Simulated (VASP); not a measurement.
A run of VASP 6.6.1 is set up as follows.

The input INCAR:

```
PREC     = Accurate       # precision mode
ENCUT    = 600            # plane-wave cutoff, eV
EDIFF    = 1E-7           # SCF threshold, eV
ISMEAR   = 0              # smearing method
SIGMA    = 0.15           # smearing width, eV
LREAL    = F              # projectors in reciprocal space
LASPH    = T              # aspherical terms in the spheres
NELM     = 200            # most SCF steps
ALGO     = Normal         # electronic algorithm
ISIF     = 3              # what is computed and relaxed
LWAVE    = F              # write WAVECAR
LCHARG   = F              # write CHGCAR
GGA      = PE             # functional
IBRION   = 2              # ionic algorithm
NSW      = 36             # ionic steps
EDIFFG   = -0.08          # ionic threshold
GGA_COMPAT= F            
NELMIN   = 4            
LMAXMIX  = 6              # l up to which the mixer works
```

KPOINTS

```
regular mesh
0
Gamma
  3 3 3
```

POSCAR

```
HoAuF4
1.0
   -2.7302246400      2.7302246400      2.9265846200
    2.7302246400     -2.7302246400      2.9265846200
    2.7302246400      2.7302246400     -2.9265846200
Ho Au F
1 1 4
Direct
    0.4310608900      0.4310608900      0.0000000000
    0.8719968300      0.8719968300      0.0000000000
    0.0560614100      0.7639964200      0.7079350100
    0.0560614100      0.3481264000      0.2920649900
    0.7639964200      0.0560614100      0.7079350100
    0.3481264000      0.0560614100      0.2920649900
```

Potentials or basis: VASP PAW PBE potentials, release 64 (Ho_3, Au, F), 4f in core.

Run with:

```bash
$ cat potpaw_PBE.64/Ho_3/POTCAR potpaw_PBE.64/Au/POTCAR potpaw_PBE.64/F/POTCAR > POTCAR
$ mpirun -np 1 vasp_std > vasp.out
```

(1) Estimate the space group after relaxing (to 0.1 Å).

(2) Predict the band gap on the k mesh.

(3) Estimate the relaxed volume.

(4) Estimate the relaxed cell.

## Answers

(1) I4mm (No. 107).

(2) 0.47 eV (least direct gap 0.68 eV).

(3) 17.86 Å³/atom.

(4) a = 5.183 Å, b = 5.183 Å, c = 5.183 Å, α = 109.15°, β = 109.15°, γ = 110.12°.

Caveat: the k points lie up to 0.50 Å⁻¹ apart in the final cell; the volume moved by over 15 % at a fixed basis, so the end points are rough; spin-orbit coupling is left out, which moves the levels of the heavy elements; the 4f electrons are frozen in the core, so they carry no moment and show no levels.
